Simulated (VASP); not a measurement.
A run of VASP 6.6.1 is set up as follows.

INCAR

```
SYSTEM = Be2NbP3
PREC = Accurate ; ENCUT = 600
EDIFF = 1E-7 ; ISMEAR = 0
SIGMA = 0.1 ; LREAL = .FALSE.
LASPH = .TRUE. ; NELM = 200
ALGO = Normal ; ISIF = 3
LWAVE = .FALSE. ; LCHARG = .FALSE.
ISPIN = 2 ; MAGMOM = 0 0 2.09 0 0 0
LORBIT = 11 ; LMAXMIX = 4
GGA = PE ; IBRION = 2
NSW = 100 ; EDIFFG = -0.01
GGA_COMPAT = .FALSE. ; NELMIN = 4
KPAR = 4
```

File KPOINTS:

```
regular mesh
0
G
  12 12 4
  0 0 0
```

The input POSCAR:

```
Be2NbP3
1.0
    4.2985640969      0.0000000000      0.0000000000
   -2.1492820485      3.7226657077      0.0000000000
    0.0000000000      0.0000000000      9.0668295539
Be Nb P
2 1 3
Direct
    0.0000000000      0.0000000000      0.2259117253
    0.0000000000      0.0000000000      0.7740882747
    0.0000000000      0.0000000000      0.5000000000
    0.3333333333      0.6666666667      0.0000000000
    0.6666666667      0.3333333333      0.0000000000
    0.0000000000      0.0000000000      0.0000000000
```

Potentials or basis: VASP PAW PBE potentials, release 64 (Be, Nb_sv, P).

Run with:

```console
$ cat potpaw_PBE.64/Be/POTCAR potpaw_PBE.64/Nb_sv/POTCAR potpaw_PBE.64/P/POTCAR > POTCAR
$ mpirun -np 4 vasp_std > vasp.out
```

Problem. Predict the net moment.

Solution. 4.37 μB per cell.

Problem. Predict the space group after relaxing (to 0.1 Å).

Solution. P6/mmm (No. 191).

Final structure:
```cif
data_structure
_symmetry_space_group_name_H-M 'P 1'
_symmetry_Int_Tables_number 1
_cell_length_a 4.2959
_cell_length_b 4.2959
_cell_length_c 9.0688
_cell_angle_alpha 90.000
_cell_angle_beta 90.000
_cell_angle_gamma 120.000
_cell_volume 144.94
loop_
_atom_site_label
_atom_site_type_symbol
_atom_site_fract_x
_atom_site_fract_y
_atom_site_fract_z
_atom_site_occupancy
Be1 Be 0.00000 0.00000 0.22597 1
Be2 Be 0.00000 0.00000 0.77403 1
Nb1 Nb 0.00000 0.00000 0.50000 1
P1 P 0.33333 0.66667 0.00000 1
P2 P 0.66667 0.33333 0.00000 1
P3 P 0.00000 0.00000 0.00000 1
```
